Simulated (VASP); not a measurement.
A run of VASP 6.6.1 is set up as follows.

INCAR

```
SYSTEM = As
PREC     = Accurate       ! precision mode
ENCUT    = 520            ! plane-wave cutoff, eV
EDIFF    = 1E-6           ! SCF threshold, eV
ISMEAR   = -1             ! smearing method
SIGMA    = 0.1            ! smearing width, eV
LREAL    = .False.        ! projectors in reciprocal space
LASPH    = .True.         ! aspherical terms in the spheres
NELM     = 100            ! most SCF steps
ALGO     = Normal         ! electronic algorithm
ISIF     = 2              ! what is computed and relaxed
LWAVE    = .False.        ! write WAVECAR
LCHARG   = .False.        ! write CHGCAR
GGA      = RE             ! functional
NBANDS   = 12             ! bands
```

File KPOINTS:

```
regular mesh
0
Gamma
  13 13 8
  0 0 0
```

Contents of POSCAR:

```
As
1.0
    3.0505416451      0.0000000000      0.0000000000
   -1.5252708225      2.6418465599      0.0000000000
    0.0000000000      0.0000000000      4.6518192452
As
2
Direct
    0.3333333333      0.6666666667      0.2500000000
    0.6666666667      0.3333333333      0.7500000000
```

Potentials or basis: VASP PAW PBE potentials, release 64 (As).

The run is started by

```console
$ cat potpaw_PBE.64/As/POTCAR > POTCAR
$ mpirun -np 1 vasp_std > vasp.out
```

(1) Predict the band gap on the k mesh.

(2) Predict the pressure.

Answers

(1) zero (band 5 reaches 11.05 eV, above the bottom of band 6 at 3.24 eV).

(2) 3.7 GPa.

Caveat: the PAW data sets were made with another functional, which shifts forces and pressure a little.
